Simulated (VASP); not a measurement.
# NbH (I4/mmm) in VASP: single point with PBEsol

Aim: the single point of NbH with PBEsol.

Program: VASP 6.6.1. These are calculated values, not measurements. Logs are shortened: lines on timing, memory, paths and dates and some standing lists are left out, and cuts for length are marked.

## 1. The cell of the first run

The structure is tetragonal, space group I4/mmm (No. 139). Conventional cell: a = 3.214 Å, b = 3.214 Å, c = 3.969 Å, α = 90.00°, β = 90.00°, γ = 90.00°. Nb (site symmetry 4/mmm) has 6 H at 1.98 to 2.27 Å within 2.6 Å. Within 2.6 Å of H (site symmetry 4/mmm) lie 6 Nb at 1.98 to 2.27 Å.

## 2. Single point, PBEsol

Contents of INCAR:

```
SYSTEM = NbH
PREC = Accurate
ENCUT = 520
EDIFF = 1E-6
ISMEAR = 0
SIGMA = 0.05
LREAL = .FALSE.
LASPH = .TRUE.
NELM = 80
ALGO = Normal
ISIF = 2
LWAVE = .FALSE.
LCHARG = .FALSE.
GGA = PS
NBANDS = 14
```

Contents of KPOINTS:

```
Automatic mesh
0
G
  18 18 18
  0 0 0
```

Contents of POSCAR:

```
NbH
1.0
   -1.6069640000      1.6069640000      1.9843010000
    1.6069640000     -1.6069640000      1.9843010000
    1.6069640000      1.6069640000     -1.9843010000
Nb H
1 1
Direct
    0.0000000000      0.0000000000      0.0000000000
    0.5000000000      0.5000000000      0.0000000000
```

Potentials or basis: VASP PAW PBE potentials, release 64 (Nb_sv, H).

Command:

```sh
> cat potpaw_PBE.64/Nb_sv/POTCAR potpaw_PBE.64/H/POTCAR > POTCAR
> mpirun -np 1 vasp_std > vasp.out
```

OUTCAR:

```text
SYSTEM = NbH
   PREC = Accurate
   ENCUT = 520
   EDIFF = 1E-6
   ISMEAR = 0
   LREAL = .FALSE.
   LASPH = .TRUE.
   NELM = 80
   ISIF = 2
   GGA = PS

 ion  position               nearest neighbor table
   1  0.000  0.000  0.000-
   2  0.500  0.500  0.000-

  LATTYP: Found a body centered tetragonal cell.
 ALAT       =     3.2139280000
 C/A-ratio  =     1.2348135988

  Lattice vectors:

 A1 = (  -1.6069640000,   1.6069640000,   1.9843010000)
 A2 = (   1.6069640000,  -1.6069640000,   1.9843010000)
 A3 = (   1.6069640000,   1.6069640000,  -1.9843010000)

Analysis of symmetry for initial positions (statically):
=====================================================================
 Subroutine PRICEL returns:
 Original cell was already a primitive cell.

 Routine SETGRP: Setting up the symmetry group for a
 body centered tetragonal supercell.

 Subroutine GETGRP returns: Found 16 space group operations
 (whereof 16 operations were pure point group operations)
 out of a pool of 16 trial point group operations.

The static configuration has the point symmetry D_4h.

Analysis of symmetry for dynamics (positions and initial velocities):
=====================================================================
 Subroutine PRICEL returns:
 Original cell was already a primitive cell.

 Routine SETGRP: Setting up the symmetry group for a
 body centered tetragonal supercell.

 Subroutine GETGRP returns: Found 16 space group operations
 (whereof 16 operations were pure point group operations)
 out of a pool of 16 trial point group operations.

The dynamic configuration has the point symmetry D_4h.

 Subroutine INISYM returns: Found 16 space group operations
 (whereof 16 operations are pure point group operations),
 and found     1 'primitive' translations

----------------------------------------------------------------------------------------

                                     Primitive cell

  volume of cell :      20.4965

  direct lattice vectors                    reciprocal lattice vectors
    -1.606964000  1.606964000  1.984301000     0.000000000  0.311145738  0.251977901
     1.606964000 -1.606964000  1.984301000     0.311145738  0.000000000  0.251977901
     1.606964000  1.606964000 -1.984301000     0.311145738  0.311145738  0.000000000

  length of vectors
     3.016971504  3.016971504  3.016971504     0.400380485  0.400380485  0.440026523

  position of ions in fractional coordinates (direct lattice)
     0.000000000  0.000000000  0.000000000
     0.500000000  0.500000000  0.000000000

  ion indices of the primitive-cell ions
   primitive index   ion index
                 1           1
                 2           2

----------------------------------------------------------------------------------------

 KPOINTS: Automatic mesh

Automatic generation of k-mesh.
 Grid dimensions read from file:
 generate k-points for:   18   18   18

 Generating k-lattice:

  Cartesian coordinates                     Fractional coordinates (reciprocal lattice)
     0.000000000  0.017285874  0.013998772     0.055555556 -0.000000000  0.000000000
     0.017285874  0.000000000  0.013998772    -0.000000000  0.055555556  0.000000000
     0.017285874  0.017285874  0.000000000     0.000000000  0.000000000  0.055555556

  Length of vectors
     0.022243360  0.022243360  0.024445918

  Shift w.r.t. Gamma in fractional coordinates (k-lattice)
     0.000000000  0.000000000  0.000000000

 Subroutine IBZKPT returns following result:
 ===========================================

 Found    480 irreducible k-points:

 Following reciprocal coordinates:
            Coordinates               Weight
  0.000000  0.000000  0.000000      1.000000
  0.055556 -0.000000  0.000000      8.000000
  0.111111 -0.000000  0.000000      8.000000
  0.166667  0.000000  0.000000      8.000000
  0.222222 -0.000000  0.000000      8.000000
  0.277778  0.000000  0.000000      8.000000
[... 16 lines left out ...]
 -0.277778  0.055556  0.000000     16.000000
 -0.222222  0.055556 -0.000000     16.000000
 [... further k-points ...]
   k-points           NKPTS =    480   k-points in BZ     NKDIM =    480   number of bands    NBANDS=     14
   number of dos      NEDOS =    301   number of ions     NIONS =      2
   total plane-waves  NPLWV =  13824
   dimension x,y,z NGX =    24 NGY =   24 NGZ =   24
   dimension x,y,z NGXF=    48 NGYF=   48 NGZF=   48
   ions per type =               1   1
   NGX,Y,Z   is equivalent  to a cutoff of  13.22, 13.22, 13.22 a.u.
   NGXF,Y,Z  is equivalent  to a cutoff of  26.45, 26.45, 26.45 a.u.
 SYSTEM =  NbH
   PREC   = accura    normal or accurate (medium, high low for compatibility)
   ISTART =      0    job   : 0-new  1-cont  2-samecut
   ICHARG =      2    charge: 1-file 2-atom 10-const
   ISPIN  =      1    spin polarized calculation?
   LNONCOLLINEAR =      F non collinear calculations
   LSORBIT =      F    spin-orbit coupling
   LASPH  =      T    aspherical Exc in radial PAW
   ENCUT  =  520.0 eV  38.22 Ry    6.18 a.u.   5.61  5.61  5.61*2*pi/ulx,y,z
   NELM   =     80;   NELMIN=  2; NELMDL= -5     # of ELM steps
   EDIFF  = 0.1E-05   stopping-criterion for ELM
   LREAL  =      F    real-space projection
   EDIFFG = 0.1E-04   stopping-criterion for IOM
   NSW    =      0    number of steps for IOM
   IBRION =     -1    ionic relax: 0-MD 1-quasi-New 2-CG
   NFREE  =      0    steps in history (QN), initial steepest desc. (CG)
   ISIF   =      2    stress and relaxation
   ISYM   =      2    0-nonsym 1-usesym 2-fastsym
   POTIM  = 0.5000    time-step for ionic-motion
   TEBEG  =    0.0;   TEEND  =   0.0 temperature during run
   PSTRESS=    0.0 pullay stress
   NELECT =      14.0000    total number of electrons
   NUPDOWN=      -1.0000    fix difference up-down
   EMIN   =  10.00;   EMAX   =-10.00  energy-range for DOS
   EFERMI =   0.00;   METHOD = LEGACY
   ISMEAR =     0;   SIGMA  =   0.05  broadening in eV -4-tet -1-fermi 0-gaus
   EFERMI_NEDOS =   21; number of points for ismear=-14 and -15
   IALGO  =     38    algorithm
   IMIX   =      4    mixing-type and parameters
     AMIX     =   0.40;   BMIX     =  1.00
     AMIX_MAG =   1.60;   BMIX_MAG =  1.00
  volume/ion in A,a.u.               =      10.25        69.16
  Fermi-wavevector in a.u.,A,eV,Ry     =   1.441753  2.724518 28.281778  2.078652
  Thomas-Fermi vector in A             =   2.560350
   LORBIT       =      0    0 simple, 1 ext, 2 COOP (PROOUT), +10 PAW based schemes
   GGA     = PS    functional components
   LHFCALC =     F    Hartree Fock is set to
   AEXX    =    0.0000 exact exchange contribution
   IVDW    =     0    specifies the selected vdW correction
   LEPSILON=     F    determine dielectric tensor
   LRPA    =     F    only Hartree local field effects (RPA)
 non-spin polarized calculation
 Gauss-broadening in eV      SIGMA  =   0.05
  energy-cutoff  :      520.00
  volume of cell :       20.50
 maximum number of plane-waves:       566
   NGX = 11   NGY = 11   NGZ = 11

 number of electron      13.9999999 magnetization

 Free energy of the ion-electron system (eV)
  ---------------------------------------------------
  ext. energy  EPLUGINS =         0.00000000
  ---------------------------------------------------
  free energy    TOTEN  =       -14.61896609 eV

  energy without entropy =      -14.61758540  energy(sigma->0) =      -14.61827574

 E-fermi :  10.9070     XC(G=0): -12.5225

 val. band max:       10.9003487947   @ k =  -0.1667   0.2222   0.1111
 cond. band min:      10.9117876342   @ k =  -0.1111   0.3889   0.1111
 fundamental gap:      0.0114388395
 Fermi energy:        10.9069595729

 k-point     1 :       0.0000    0.0000    0.0000
  band No.  band energies     occupation
      1     -44.1467      2.00000
      2     -19.7628      2.00000
      3     -19.7128      2.00000
      4     -19.7128      2.00000
      5       1.3041      2.00000
      6      10.1975      2.00000
      7      10.1975      2.00000
      8      11.5580      0.00000
      9      11.8189      0.00000
     10      12.7166      0.00000
     11      20.8386      0.00000
     12      22.2765      0.00000
     13      23.2512      0.00000
     14      23.2512      0.00000

 k-point     2 :       0.0556   -0.0000    0.0000
  band No.  band energies     occupation
      1     -44.1423      2.00000
      2     -19.7822      2.00000
      3     -19.7266      2.00000
      4     -19.7192      2.00000
      5       1.4015      2.00000
      6      10.1746      2.00000
      7      10.2374      2.00000
      8      11.5284      0.00000
      9      11.7939      0.00000
     10      12.6568      0.00000
     11      20.3385      0.00000
     12      22.4826      0.00000
     13      23.4482      0.00000
     14      23.6603      0.00000

 k-point     3 :       0.1111   -0.0000    0.0000
  band No.  band energies     occupation
      1     -44.1298      2.00000
      2     -19.8637      2.00000
      3     -19.7400      2.00000
      4     -19.7375      2.00000
      5       1.6863      2.00000
      6      10.0616      2.00000
      7      10.3124      2.00000
      8      11.4686      0.00000
      9      11.7789      0.00000
     10      12.5412      0.00000
     11      19.3616      0.00000
     12      23.0457      0.00000
     13      24.0172      0.00000
     14      24.5225      0.00000
[... 324 lines left out ...]
 k-point    23 :      -0.2778    0.0556    0.0000
  band No.  band energies     occupation
      1     -44.0692      2.00000
      2     -20.2647      2.00000
      3     -19.8226      2.00000
      4     -19.7804      2.00000
      5       3.1243      2.00000
      6       8.9261      2.00000
      7       9.9430      2.00000
      8      11.3040      0.00000
      9      12.5653      0.00000
     10      13.0806      0.00000
     11      17.5969      0.00000
     12      24.4837      0.00000
     13      26.1627      0.00000
     14      28.2993      0.00000

 k-point    24 :      -0.2222    0.0556   -0.0000
  band No.  band energies     occupation
      1     -44.0939      2.00000
      2     -20.0970      2.00000
      3     -19.7861      2.00000
      4     -19.7731      2.00000
      5       2.4978      2.00000
      6       9.4327      2.00000
      7      10.1881      2.00000
      8      11.3634      0.00000
      9      12.0161      0.00000
     10      12.7723      0.00000
     11      18.2720      0.00000
     12      24.4251      0.00000
     13      25.1958      0.00000
     14      27.1644      0.00000

 [... further k-points ...]

------------------------ aborting loop because EDIFF is reached ----------------------------------------

  FORCE on cell =-STRESS in cart. coord.  units (eV):
  Direction    XX          YY          ZZ          XY          YZ          ZX
  --------------------------------------------------------------------------------------
  -------------------------------------------------------------------------------------
  Total       -0.9498728     -0.9498728     -1.1198068      0.0000000      0.0000000     -0.0000000
  in kB      -74.2499558    -74.2499558    -87.5334072      0.0000000      0.0000000     -0.0000000
  external PRESSURE =     -78.6777729 kB  Pullay stress =       0.0000000 kB

 VOLUME and BASIS-vectors are now :
 -----------------------------------------------------------------------------
  energy-cutoff  :      520.00
  volume of cell :       20.50
      direct lattice vectors                 reciprocal lattice vectors
    -1.606964000  1.606964000  1.984301000     0.000000000  0.311145738  0.251977901
     1.606964000 -1.606964000  1.984301000     0.311145738  0.000000000  0.251977901
     1.606964000  1.606964000 -1.984301000     0.311145738  0.311145738  0.000000000

 POSITION                                       TOTAL-FORCE (eV/Angst)
 -----------------------------------------------------------------------------------
      0.00000      0.00000      0.00000         0.000000     -0.000000     -0.000000
      0.00000      0.00000      1.98430        -0.000000      0.000000      0.000000
 -----------------------------------------------------------------------------------
    total drift:                               -0.000000      0.000000     -0.000000

  FREE ENERGIE OF THE ION-ELECTRON SYSTEM (eV)
  ---------------------------------------------------
  free  energy   TOTEN  =       -14.6189660861 eV

  energy  without entropy=      -14.6175853953  energy(sigma->0) =      -14.61827574
```

It took 54 s on 1 thread of Intel Xeon Platinum 8375C at 2.90GHz (Ice Lake), shared host; peak memory 0.25 GiB.

What came out:

```
Free energy            : -14.6190 eV
Pressure               : -7.9 GPa
Band gap on the k mesh : zero (bands 7 and 8 overlap by 4.14 eV)
```

Stress tensor (GPa, compression positive):
```
-7.42  0.00  0.00
 0.00 -7.42  0.00
 0.00  0.00 -8.75
```

Levels at points of the mesh, in eV from the Fermi level:
```tsv
k point	band 5	band 6	band 7	band 8	band 9	band 10
(0.00, 0.00, 0.00)	-9.60	-0.71	-0.71	0.65	0.91	1.81
(0.50, 0.00, 0.00)	-4.83	-4.38	-1.60	-0.10	3.17	4.21
(0.50, 0.50, 0.00)	-8.08	-3.26	1.26	3.07	3.66	4.78
(0.50, 0.50, 0.50)	-8.11	-3.65	3.64	3.67	4.30	4.30
```

Caveat: the cell stands under tension; the PAW data sets were made with another functional, which shifts forces and pressure a little.
